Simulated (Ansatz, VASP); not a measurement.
**Two plane-wave programs on Fe3Pt2**

The input INCAR:

```
SYSTEM = Fe3Pt2
PREC     = Accurate       ! precision mode
ENCUT    = 520            ! plane-wave cutoff, eV
EDIFF    = 1E-6           ! SCF threshold, eV
ISMEAR   = 0              ! smearing method
SIGMA    = 0.1            ! smearing width, eV
LREAL    = .False.        ! projectors in reciprocal space
LASPH    = .True.         ! aspherical terms in the spheres
NELM     = 150            ! most SCF steps
ALGO     = Normal         ! electronic algorithm
ISIF     = 2              ! what is computed and relaxed
LWAVE    = .False.        ! write WAVECAR
LCHARG   = .True.         ! write CHGCAR
ISPIN    = 2              ! spin polarisation
MAGMOM   = 4 4 4 0 0      ! initial moments
LORBIT   = 11             ! projections on sites
LMAXMIX  = 4              ! l up to which the mixer works
GGA      = PE             ! functional
LELF     = .True.         ! ELF
LVHAR    = .True.       
NBANDS   = 34             ! bands
```

KPOINTS

```
Automatic mesh
0
Gamma
  6 6 6
  0 0 0
```

Contents of POSCAR:

```
Fe3Pt2
1.0
    2.1075403400      1.2167889800      4.3019987100
   -2.1075403400      1.2167889800      4.3019987100
    0.0000000000     -2.4335779700      4.3019987100
Fe Pt
3 2
Direct
    0.0000000000      0.0000000000      0.0000000000
    0.4000000000      0.4000000000      0.4000000000
    0.6000000000      0.6000000000      0.6000000000
    0.8000000000      0.8000000000      0.8000000000
    0.2000000000      0.2000000000      0.2000000000
```

Input for Ansatz:

```yaml
crystal:
  lattice:
    - [2.10754034, 1.21678898, 4.30199871]
    - [-2.10754034, 1.21678898, 4.30199871]
    - [0.0, -2.43357797, 4.30199871]
  atoms:
    - { symbol: Fe, position: [0.0, 0.0, 0.0], spin: 4.0 }
    - { symbol: Fe, position: [0.4, 0.4, 0.4], spin: 4.0 }
    - { symbol: Fe, position: [0.6, 0.6, 0.6], spin: 4.0 }
    - { symbol: Pt, position: [0.8, 0.8, 0.8] }
    - { symbol: Pt, position: [0.2, 0.2, 0.2] }
basis:
  ecutwfc: 420
kpoints:
  mp_grid: { grid: [6, 6, 6] }
hamiltonian:
  xc: pbe
scf:
  occupations: { method: gaussian, width: 0.1 }
  lower_state_search: "off"
output:
  forces: true
  stress: true
  eigenvalues: true
  populations: true
magnetization:
  spin_polarized: true
```

Alike in both runs: task single point; functional PBE; k mesh 6 × 6 × 6; occupations gaussian, width 0.1 eV; collinear spin.

|  | VASP | Ansatz |
| --- | --- | --- |
| version | VASP 6.6.1 | Ansatz 0.2.0 |
| potentials or method | VASP PAW PBE potentials, release 64 (Fe, Pt), cutoff 520 eV | scalar-relativistic, plane waves, PAW |
| valence electrons in the cell | 44 | 84 |

Ansatz gave:

```
gap on the k mesh at the Fermi level (eV)                     : none
pressure (GPa)                                                : 10.8
traceless stress, the component that is largest in VASP (GPa) : -5.84
rms of the force components (eV/Å)                            : 0.699
net moment per atom (μB)                                      : 1.83
size of the moment on the site where the two differ most (μB) : 0.36
```

Problem. Estimate VASP's values.

Solution. gap on the k mesh at the Fermi level (eV): none; pressure (GPa): 10.4; traceless stress, the component that is largest in VASP (GPa): -5.74; rms of the force components (eV/Å): 0.687; net moment per atom (μB): 1.83; size of the moment on the site where the two differ most (μB): 0.30.

Site moments also hang on the region over which each program counts them. Atom by atom the forces differ by 0.012 eV/Å (rms over components). A gap of «none» marks a metal or a gap that the smearing closes. VASP's potentials hold 44 valence electrons a cell and Ansatz's 84, so a difference there can come from the potentials and not from the codes.

Neither program's run includes spin-orbit coupling.
